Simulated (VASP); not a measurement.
# Al: single point with RPBE+D3(BJ)

Crystal: Al.

```xyz
1
Lattice="0.0000 1.9974 1.9974 1.9974 0.0000 1.9974 1.9974 1.9974 0.0000" Properties=species:S:1:pos:R:3 pbc="T T T"
Al    0.0000    0.0000    0.0000
```

This cell differs from its parent crystal: volume scaled by 0.96.

* Program: VASP 6.6.1
* Task: single point
* Functional: RPBE
* Dispersion: D3(BJ)
* Potentials or basis: VASP PAW PBE potentials, release 64 (Al)
* Cutoff: 520 eV
* k mesh: 11 × 11 × 11
* Occupations: tetrahedron
* Spin: no spin polarisation

```yaml
Pressure: -17.4 GPa
Dispersion_energy_per_atom: -1.846 eV
```

Levels at points of the mesh, in eV from the Fermi level:
```
           k point  band 1  band 2  band 3  band 4  band 5  band 6
(0.00, 0.00, 0.00)  -11.42   12.75   12.75   12.75   14.64   14.64
```

Wall time 12 s on 1 thread of Intel(R) Xeon(R) Platinum 8375C CPU @ 2.90GHz (Ice Lake), on a shared host, peak memory 0.14 GiB.

Caveat: the PAW data sets were made with another functional, which shifts forces and pressure a little; pairwise dispersion overbinds metals, which lowers pressure and volume; tetrahedron occupations give inexact forces and stress in metals.
